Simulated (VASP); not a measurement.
Input of a VASP 6.6.1 run:

Contents of INCAR:

```
SYSTEM = MgO2
ALGO = Normal
EDIFF = 1E-7
ENCUT = 520
ISIF = 2
ISMEAR = 0
LASPH = .TRUE.
LCHARG = .TRUE.
LELF = .TRUE.
LREAL = .FALSE.
LVHAR = .TRUE.
LWAVE = .FALSE.
NBANDS = 14
NELM = 60
PREC = Accurate
SIGMA = 0.1
```

KPOINTS

```
k-points
0
G
  6 6 6
  0 0 0
```

The input POSCAR:

```
MgO2
1.0
    1.6047610160      0.9265092046      3.4939788749
   -1.6047610160      0.9265092046      3.4939788749
    0.0000000000     -1.8530184092      3.4939788749
Mg O
1 2
Direct
    0.0000000000      0.0000000000      0.0000000000
    0.4287860000      0.4287860000      0.4287860000
    0.5712140000      0.5712140000      0.5712140000
```

Potentials or basis: VASP PAW LDA potentials, release 64 (Mg, O).

Launch:

```bash
$ cat potpaw_LDA.64/Mg/POTCAR potpaw_LDA.64/O/POTCAR > POTCAR
$ mpirun -np 1 vasp_std > vasp.out
```

Task: Estimate the largest force.

Result: 0.194 eV/Å.

Task: Estimate the pressure.

Result: -10.8 GPa.

Task: What does it give for the band gap on the k mesh?

Result: 2.16 eV, direct.

Forces on the atoms (eV/Å):
```
Mg   0.000  0.000  0.000
O    0.000  0.000  0.194
O    0.000  0.000 -0.194
```

A k mesh can miss the band edges.
